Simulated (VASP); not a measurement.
# Co (P6_3/mmc) in VASP: further runs

The runs below take Co through single point, with LDA.

Everything below comes from runs of VASP 6.6.1. Logs are shortened: lines on timing, memory, paths and dates and some standing lists are left out, and cuts for length are marked.

**1. The cell of the first run**

The structure is hexagonal, space group P6_3/mmc (No. 194). Conventional cell: a = 2.427 Å, b = 2.427 Å, c = 3.923 Å, α = 90.00°, β = 90.00°, γ = 120.00°. Co (site symmetry -6m2) has 12 Co at 2.41 to 2.43 Å within 3.2 Å.

**2. Single point, LDA, collinear spin, ferromagnetic start (10.01 Å³/atom)**

The input, INCAR:

```
PREC = Accurate
ENCUT = 520
EDIFF = 1E-6
ISMEAR = -1
SIGMA = 0.05
LREAL = False
LASPH = True
NELM = 150
ALGO = Normal
ISIF = 2
LWAVE = False
LCHARG = True
ISPIN = 2
MAGMOM = 1.558 1.558
LORBIT = 11
LMAXMIX = 4
LELF = True
LVHAR = True
NBANDS = 20
```

The input, KPOINTS:

```
regular mesh
0
Gamma
  24 24 13
```

The input, POSCAR:

```
Co
1.0
    2.4273810169      0.0000000000      0.0000000000
   -1.2136905084      2.1021736253      0.0000000000
    0.0000000000      0.0000000000      3.9230481315
Co
2
Direct
    0.3333333333      0.6666666667      0.2500000000
    0.6666666667      0.3333333333      0.7500000000
```

Potentials or basis: VASP PAW LDA potentials, release 64 (Co).

Command:

```
> cat potpaw_LDA.64/Co/POTCAR > POTCAR
> mpirun -np 1 vasp_std > vasp.out
```

OUTCAR:

```text
PREC = Accurate
   ENCUT = 520
   EDIFF = 1E-6
   ISMEAR = -1
   LREAL = False
   LASPH = True
   NELM = 150
   ISIF = 2
   ISPIN = 2
   LORBIT = 11

 ion  position               nearest neighbor table
   1  0.333  0.667  0.250-   2 2.41   2 2.41   2 2.41   2 2.41   2 2.41   2 2.41
   2  0.667  0.333  0.750-   1 2.41   1 2.41   1 2.41   1 2.41   1 2.41   1 2.41

  LATTYP: Found a hexagonal cell.
 ALAT       =     2.4273810169
 C/A-ratio  =     1.6161649548

  Lattice vectors:

 A1 = (   2.4273810169,   0.0000000000,   0.0000000000)
 A2 = (  -1.2136905084,   2.1021736253,   0.0000000000)
 A3 = (   0.0000000000,   0.0000000000,   3.9230481315)

Analysis of symmetry for initial positions (statically):
=====================================================================
 Subroutine PRICEL returns:
 Original cell was already a primitive cell.

 Routine SETGRP: Setting up the symmetry group for a
 hexagonal supercell.

 Subroutine GETGRP returns: Found 24 space group operations
 (whereof 12 operations were pure point group operations)
 out of a pool of 24 trial point group operations.

The static configuration has the point symmetry D_3d.
 The point group associated with its full space group is D_6h.

Analysis of symmetry for dynamics (positions and initial velocities):
=====================================================================
 Subroutine PRICEL returns:
 Original cell was already a primitive cell.

 Routine SETGRP: Setting up the symmetry group for a
 hexagonal supercell.

 Subroutine GETGRP returns: Found 24 space group operations
 (whereof 12 operations were pure point group operations)
 out of a pool of 24 trial point group operations.

The dynamic configuration has the point symmetry D_3d.
 The point group associated with its full space group is D_6h.

Analysis of structural, dynamic, and magnetic symmetry:
=====================================================================
 Subroutine PRICEL returns:
 Original cell was already a primitive cell.

 Routine SETGRP: Setting up the symmetry group for a
 hexagonal supercell.

 Subroutine GETGRP returns: Found 24 space group operations
 (whereof 12 operations were pure point group operations)
 out of a pool of 24 trial point group operations.

The overall configuration has the point symmetry D_3d.
 The point group associated with its full space group is D_6h.

 Subroutine INISYM returns: Found 24 space group operations
 (whereof 12 operations are pure point group operations),
 and found     1 'primitive' translations

----------------------------------------------------------------------------------------

                                     Primitive cell

  volume of cell :      20.0184

  direct lattice vectors                    reciprocal lattice vectors
     2.427381017  0.000000000  0.000000000     0.411966639  0.237849050  0.000000000
    -1.213690508  2.102173625  0.000000000     0.000000000  0.475698100  0.000000000
     0.000000000  0.000000000  3.923048131     0.000000000  0.000000000  0.254903832

  length of vectors
     2.427381017  2.427381017  3.923048131     0.475698100  0.475698100  0.254903832

  position of ions in fractional coordinates (direct lattice)
     0.333333333  0.666666667  0.250000000
     0.666666667  0.333333333  0.750000000

  ion indices of the primitive-cell ions
   primitive index   ion index
                 1           1
                 2           2

----------------------------------------------------------------------------------------

 KPOINTS: regular mesh

Automatic generation of k-mesh.
 Grid dimensions read from file:
 generate k-points for:   24   24   13

 Generating k-lattice:

  Cartesian coordinates                     Fractional coordinates (reciprocal lattice)
     0.017165277  0.009910377  0.000000000     0.041666667 -0.000000000  0.000000000
     0.000000000  0.019820754  0.000000000     0.000000000  0.041666667  0.000000000
     0.000000000  0.000000000  0.019607987     0.000000000  0.000000000  0.076923077

  Length of vectors
     0.019820754  0.019820754  0.019607987

  Shift w.r.t. Gamma in fractional coordinates (k-lattice)
     0.000000000  0.000000000  0.000000000

 Subroutine IBZKPT returns following result:
 ===========================================

 Found    427 irreducible k-points:

 Following reciprocal coordinates:
            Coordinates               Weight
  0.000000  0.000000  0.000000      1.000000
  0.041667 -0.000000  0.000000      6.000000
  0.083333 -0.000000  0.000000      6.000000
  0.125000 -0.000000  0.000000      6.000000
  0.166667 -0.000000  0.000000      6.000000
  0.208333 -0.000000  0.000000      6.000000
[... 16 lines left out ...]
  0.416667  0.041667  0.000000     12.000000
  0.458333  0.041667  0.000000     12.000000
 [... further k-points ...]
   k-points           NKPTS =    427   k-points in BZ     NKDIM =    427   number of bands    NBANDS=     20
   number of dos      NEDOS =    301   number of ions     NIONS =      2
   total plane-waves  NPLWV =   9720
   dimension x,y,z NGX =    18 NGY =   18 NGZ =   30
   dimension x,y,z NGXF=    36 NGYF=   36 NGZF=   60
   ions per type =               2
   NGX,Y,Z   is equivalent  to a cutoff of  12.33, 12.33, 12.71 a.u.
   NGXF,Y,Z  is equivalent  to a cutoff of  24.66, 24.66, 25.43 a.u.
 SYSTEM =  unknown system
   PREC   = accura    normal or accurate (medium, high low for compatibility)
   ISTART =      0    job   : 0-new  1-cont  2-samecut
   ICHARG =      2    charge: 1-file 2-atom 10-const
   ISPIN  =      2    spin polarized calculation?
   LNONCOLLINEAR =      F non collinear calculations
   LSORBIT =      F    spin-orbit coupling
   LASPH  =      T    aspherical Exc in radial PAW
   ENCUT  =  520.0 eV  38.22 Ry    6.18 a.u.   4.51  4.51  7.29*2*pi/ulx,y,z
   NELM   =    150;   NELMIN=  2; NELMDL= -5     # of ELM steps
   EDIFF  = 0.1E-05   stopping-criterion for ELM
   LREAL  =      F    real-space projection
   EDIFFG = 0.1E-04   stopping-criterion for IOM
   NSW    =      0    number of steps for IOM
   IBRION =     -1    ionic relax: 0-MD 1-quasi-New 2-CG
   NFREE  =      0    steps in history (QN), initial steepest desc. (CG)
   ISIF   =      2    stress and relaxation
   ISYM   =      2    0-nonsym 1-usesym 2-fastsym
   POTIM  = 0.5000    time-step for ionic-motion
   TEBEG  =    0.0;   TEEND  =   0.0 temperature during run
   PSTRESS=    0.0 pullay stress
   NELECT =      18.0000    total number of electrons
   NUPDOWN=      -1.0000    fix difference up-down
   EMIN   =  10.00;   EMAX   =-10.00  energy-range for DOS
   EFERMI =   0.00;   METHOD = LEGACY
   ISMEAR =    -1;   SIGMA  =   0.05  broadening in eV -4-tet -1-fermi 0-gaus
   EFERMI_NEDOS =   21; number of points for ismear=-14 and -15
   IALGO  =     38    algorithm
   IMIX   =      4    mixing-type and parameters
     AMIX     =   0.40;   BMIX     =  1.00
     AMIX_MAG =   1.60;   BMIX_MAG =  1.00
  volume/ion in A,a.u.               =      10.01        67.55
  Fermi-wavevector in a.u.,A,eV,Ry     =   1.580116  2.985986 33.970567  2.496766
  Thomas-Fermi vector in A             =   2.680392
   LORBIT       =     11    0 simple, 1 ext, 2 COOP (PROOUT), +10 PAW based schemes
   GGA     = CA    functional components
   LHFCALC =     F    Hartree Fock is set to
   AEXX    =    0.0000 exact exchange contribution
   IVDW    =     0    specifies the selected vdW correction
   LEPSILON=     F    determine dielectric tensor
   LRPA    =     F    only Hartree local field effects (RPA)
 spin polarized calculation
  energy-cutoff  :      520.00
  volume of cell :       20.02
 maximum number of plane-waves:       559
   NGX =  9   NGY =  9   NGZ = 15

 number of electron      17.9999991 magnetization       2.9775842

 Free energy of the ion-electron system (eV)
  ---------------------------------------------------
  ext. energy  EPLUGINS =         0.00000000
  ---------------------------------------------------
  free energy    TOTEN  =       -16.25831918 eV

  energy without entropy =      -16.24341795  energy(sigma->0) =      -16.25086856

 E-fermi :  11.0804     XC(G=0): -14.2173

 val. band max:       11.0793299016   @ k =   0.2500  -0.0000   0.1538
 cond. band min:      11.0808513205   @ k =   0.3333   0.3333   0.3846
 fundamental gap:      0.0015214189
 Fermi energy:        11.0804344793

 spin component 1

 k-point     1 :       0.0000    0.0000    0.0000
  band No.  band energies     occupation
      1       1.7234      1.00000
      2       5.6554      1.00000
      3       8.5227      1.00000
      4       8.5490      1.00000
      5       8.5490      1.00000
      6       8.9137      1.00000
[... 12 lines left out ...]
     19      38.4012      0.00000
     20      38.4012      0.00000
[... 507 lines left out ...]
 k-point    24 :       0.4583    0.0417    0.0000
  band No.  band energies     occupation
      1       6.0670      1.00000
      2       6.1590      1.00000
      3       6.4078      1.00000
      4       8.3632      1.00000
      5       8.4606      1.00000
      6       8.6252      1.00000
[... 12 lines left out ...]
     19      35.1594      0.00000
     20      36.9664      0.00000

 [... further k-points ...]

 spin component 2

 k-point     1 :       0.0000    0.0000    0.0000
  band No.  band energies     occupation
      1       1.9091      1.00000
      2       6.5194      1.00000
      3       9.8963      1.00000
      4       9.9139      1.00000
      5       9.9139      1.00000
      6      10.3235      1.00000
[... 12 lines left out ...]
     19      38.8307      0.00000
     20      38.8307      0.00000
[... 507 lines left out ...]
 k-point    24 :       0.4583    0.0417    0.0000
  band No.  band energies     occupation
      1       6.9200      1.00000
      2       7.1514      1.00000
      3       7.4539      1.00000
      4       9.1554      1.00000
      5       9.7222      1.00000
      6       9.8821      1.00000
[... 12 lines left out ...]
     19      35.6781      0.00000
     20      37.3340      0.00000

 [... further k-points ...]

------------------------ aborting loop because EDIFF is reached ----------------------------------------

  FORCE on cell =-STRESS in cart. coord.  units (eV):
  Direction    XX          YY          ZZ          XY          YZ          ZX
  --------------------------------------------------------------------------------------
  -------------------------------------------------------------------------------------
  Total       -0.0992577     -0.0992577     -0.2156463     -0.0000000      0.0000000      0.0000000
  in kB       -7.9440953     -7.9440953    -17.2592676     -0.0000000      0.0000000      0.0000000
  external PRESSURE =     -11.0491527 kB  Pullay stress =       0.0000000 kB

 VOLUME and BASIS-vectors are now :
 -----------------------------------------------------------------------------
  energy-cutoff  :      520.00
  volume of cell :       20.02
      direct lattice vectors                 reciprocal lattice vectors
     2.427381017  0.000000000  0.000000000     0.411966639  0.237849050  0.000000000
    -1.213690508  2.102173625  0.000000000     0.000000000  0.475698100  0.000000000
     0.000000000  0.000000000  3.923048131     0.000000000  0.000000000  0.254903832

 POSITION                                       TOTAL-FORCE (eV/Angst)
 -----------------------------------------------------------------------------------
     -0.00000      1.40145      0.98076        -0.000000     -0.000000      0.000000
      1.21369      0.70072      2.94229         0.000000      0.000000      0.000000
 -----------------------------------------------------------------------------------
    total drift:                                0.000000     -0.000000     -0.000000

  FREE ENERGIE OF THE ION-ELECTRON SYSTEM (eV)
  ---------------------------------------------------
  free  energy   TOTEN  =       -16.2583191812 eV

  energy  without entropy=      -16.2434179476  energy(sigma->0) =      -16.25086856

 total charge

# of ion       s       p       d       tot
------------------------------------------
    1        0.523   0.589   7.338   8.451
    2        0.523   0.589   7.338   8.451
--------------------------------------------------
tot          1.046   1.179  14.676  16.901

 magnetization (x)

# of ion       s       p       d       tot
------------------------------------------
    1       -0.013  -0.039   1.534   1.482
    2       -0.013  -0.039   1.534   1.482
--------------------------------------------------
tot         -0.027  -0.078   3.069   2.964
```

It took 9 min on 1 thread of Intel Xeon 8259CL, shared host; peak memory 0.32 GiB.

What came out:

```yaml
Free_energy: -16.2583 eV
Pressure: -1.1 GPa
Net_moment: 2.98 μB per cell
Site_moments: Co +1.48 μB
Valence_electrons_inside_the_program's_atomic_spheres: Co 8.45
```

**3. Single point, LDA, collinear spin, ferromagnetic start (10.41 Å³/atom)**

This run uses another cell than the first one, of 10.41 Å³/atom.

The input, INCAR:

```
  PREC = Accurate
  ENCUT = 520
  EDIFF = 1E-6
  ISMEAR = -1
  SIGMA = 0.05
  LREAL = False
  LASPH = True
  NELM = 150
  ALGO = Normal
  ISIF = 2
  LWAVE = False
  LCHARG = True
  ISPIN = 2
  MAGMOM = 1.558 1.558
  LORBIT = 11
  LMAXMIX = 4
  LELF = True
  LVHAR = True
  NBANDS = 20
```

The input, KPOINTS:

```
Automatic mesh
0
Gamma
  24 24 13
```

The input, POSCAR:

```
Co
1.0
    2.4593239039      0.0000000000      0.0000000000
   -1.2296619519      2.1298369769      0.0000000000
    0.0000000000      0.0000000000      3.9746731060
Co
2
Direct
    0.3333333333      0.6666666667      0.2500000000
    0.6666666667      0.3333333333      0.7500000000
```

Potentials or basis: VASP PAW LDA potentials, release 64 (Co).

Command:

```
> cat potpaw_LDA.64/Co/POTCAR > POTCAR
> mpirun -np 1 vasp_std > vasp.out
```

It took 8.3 min on 1 thread of Intel Xeon 8259CL, shared host; peak memory 0.33 GiB.

Results (log left out):

```
Free energy                                           : -16.2282 eV
Pressure                                              : -10.7 GPa
Net moment                                            : 3.04 μB per cell
Site moments                                          : Co +1.52 μB
Valence electrons inside the program's atomic spheres : Co 8.37
```

Stress tensor (GPa, compression positive):
```
-10.44   0.00   0.00
  0.00 -10.44   0.00
  0.00   0.00 -11.12
```

Levels at points of the mesh, in eV from the Fermi level:
Spin up:
| k point | band 7 | band 8 | band 9 | band 10 | band 11 | band 12 | band 13 | band 14 |
| --- | --- | --- | --- | --- | --- | --- | --- | --- |
| (0.00, 0.00, 0.00) | -2.13 | -1.75 | -1.75 | -0.55 | -0.55 | -0.06 | 6.85 | 22.35 |
| (0.50, 0.00, 0.00) | -2.04 | -0.42 | -0.30 | -0.25 | 1.56 | 3.64 | 10.06 | 10.74 |
Spin down:
| k point | band 3 | band 4 | band 5 | band 6 | band 7 | band 8 | band 9 | band 10 | band 11 | band 12 |
| --- | --- | --- | --- | --- | --- | --- | --- | --- | --- | --- |
| (0.00, 0.00, 0.00) | -1.10 | -1.08 | -1.08 | -0.69 | -0.69 | -0.26 | -0.26 | 0.10 | 1.04 | 1.04 |
| (0.50, 0.00, 0.00) | -3.43 | -1.79 | -1.25 | -1.11 | -0.69 | 1.18 | 1.32 | 1.35 | 2.69 | 4.56 |

Caveat: the cell stands under tension.
